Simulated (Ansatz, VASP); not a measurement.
# SrTiO3: VASP beside Ansatz

```
Sr Ti O
1.0
     3.84897    0.00000    0.00000
     0.00000    3.84897    0.00000
     0.00000    0.00000    3.84897
Sr Ti O
1 1 3
Direct
  0.00000 0.00000 0.00000
  0.50000 0.50000 0.50000
  0.50000 0.00000 0.50000
  0.50000 0.50000 0.00000
  0.00000 0.50000 0.50000
```

Alike in both runs: task single point; functional PBE; k mesh 8 × 8 × 8; occupations gaussian, width 0.02 eV; no spin polarisation; Hubbard terms Ti d U = 4.0 eV.

|  | VASP | Ansatz |
| --- | --- | --- |
| version | VASP 6.6.1 | Ansatz 0.2.0 |
| potentials or method | VASP PAW PBE potentials, release 64 (Sr_sv, Ti_sv, O_h), cutoff 910 eV | scalar-relativistic, plane waves, PAW |
| valence electrons in the cell | 40 | 40 |

|  | VASP | Ansatz | Ansatz less VASP |
| --- | --- | --- | --- |
| gap on the k mesh at the Fermi level (eV) | 2.48 | 2.48 | -0.007 |
| least direct gap on the mesh (eV) | 2.87 | 2.86 | -0.013 |

The programs project onto different local orbitals, so the same U acts differently, and such runs can settle in different states.

Noted on VASP's run: the cutoff is short for stress, so the pressure is rough.
